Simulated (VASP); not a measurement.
Set up this calculation in VASP 6.6.1, as the native input.

* Task: single point
* Functional: PBE
* Potentials or basis: VASP PAW PBE potentials, release 64 (Zr_sv, H)
* Cutoff: 520 eV
* k mesh: 3 × 2 × 3
* Occupations: gaussian, width 0.05 eV
* Spin: no spin polarisation
* Dipole correction: no
* Further INCAR settings: ALGO = Normal; EDIFF = 1e-07; NBANDS = 84

The structure of Zr12H (a cell with a defect) lies in POSCAR:

```
Zr12H
1.0
    6.4600000000      0.0000000000      0.0000000000
   -4.8450000000      8.3917860000      0.0000000000
    0.0000000000      0.0000000000      5.1453900000
Zr H
12 1
Direct
    0.0033013401      0.0071138611      0.0057260966
    0.1841003620      0.2274198842      0.4911322563
    0.0046937722      0.3299537190     -0.0060271427
    0.1557417045      0.5518688155      0.4943541695
   -0.0041103145      0.6699771658     -0.0087087665
    0.1636490755      0.8925193040      0.4977976402
    0.4861162735      0.0032538961      0.0061835935
    0.6799911468      0.2186354609      0.4947216829
    0.5195961502      0.3370817607     -0.0067155259
    0.6662314216      0.5557727521      0.4973963101
    0.4869572766      0.6538051614      0.0088465597
    0.6587124171      0.8866384343      0.5079393399
    0.6563191975      0.8850274542      0.9299411706
```

The input as run:

INCAR

```
SYSTEM = Zr12H
ALGO = Normal
EDIFF = 1E-7
ENCUT = 520
GGA = PE
ISIF = 2
ISMEAR = 0
LASPH = .TRUE.
LCHARG = .FALSE.
LREAL = .FALSE.
LWAVE = .FALSE.
NBANDS = 84
NELM = 100
PREC = Accurate
SIGMA = 0.05
```

KPOINTS

```
k-points
0
G
  3 2 3
  0 0 0
```

Potentials or basis: VASP PAW PBE potentials, release 64 (Zr_sv, H).

The run is started by

```console
$ cat potpaw_PBE.64/Zr_sv/POTCAR potpaw_PBE.64/H/POTCAR > POTCAR
$ mpirun -np 1 vasp_std > vasp.out
```

Results of the run:

| Item | Value |
| --- | --- |
| Pressure | 2.2 GPa |
| Largest force | 0.401 eV/Å |

Caveat: the k points lie up to 0.41 Å⁻¹ apart.

Wall time 6.8 min on 1 thread of Intel(R) Xeon(R) Platinum 8375C CPU @ 2.90GHz (Ice Lake) (shared host), peak memory 0.44 GiB.
